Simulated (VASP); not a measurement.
A run of VASP 6.6.1:

File INCAR:

```
PREC     = Accurate       # precision mode
ENCUT    = 520            # plane-wave cutoff, eV
EDIFF    = 1E-6           # SCF threshold, eV
ISMEAR   = 0              # smearing method
SIGMA    = 0.1            # smearing width, eV
LREAL    = False          # projectors in reciprocal space
LASPH    = True           # aspherical terms in the spheres
NELM     = 150            # most SCF steps
ALGO     = Normal         # electronic algorithm
ISIF     = 2              # what is computed and relaxed
LWAVE    = False          # write WAVECAR
LCHARG   = True           # write CHGCAR
ISPIN    = 2              # spin polarisation
MAGMOM   = 0 0 0 0 0 0 0 2 # initial moments
LORBIT   = 11             # projections on sites
LMAXMIX  = 4              # l up to which the mixer works
GGA      = PE             # functional
LELF     = True           # ELF
LVHAR    = True         
NBANDS   = 43             # bands
```

Contents of KPOINTS:

```
Automatic mesh
0
Gamma
  4 4 6
```

Contents of POSCAR:

```
Ti3Al4Ni
1.0
    6.2878074737      0.0000000000      0.0000000000
    0.0000000000      6.2878074737      0.0000000000
    0.0000000000      0.0000000000      3.0790533130
Ti Al Ni
3 4 1
Direct
    0.5000000000      0.0000000000      0.5000000000
    0.5000000000      0.5000000000      0.5000000000
    0.0000000000      0.5000000000      0.5000000000
    0.2237482780      0.7762517220      0.0000000000
    0.2237482780      0.2237482780      0.0000000000
    0.7762517220      0.7762517220      0.0000000000
    0.7762517220      0.2237482780      0.0000000000
    0.0000000000      0.0000000000      0.5000000000
```

Potentials or basis: VASP PAW PBE potentials, release 64 (Ti_sv, Al, Ni).

Launch:

```bash
$ cat potpaw_PBE.64/Ti_sv/POTCAR potpaw_PBE.64/Al/POTCAR potpaw_PBE.64/Ni/POTCAR > POTCAR
$ mpirun -np 1 vasp_std > vasp.out
```

Hardware: 1 thread of AMD EPYC 7R13, on a shared host.

Q: How long does it take, and how much memory?

A: Run time: 9.3 min on 1 thread of AMD EPYC 7R13 (shared host), peak memory 0.35 GiB. Counts: scf iterations 18, k points 24.
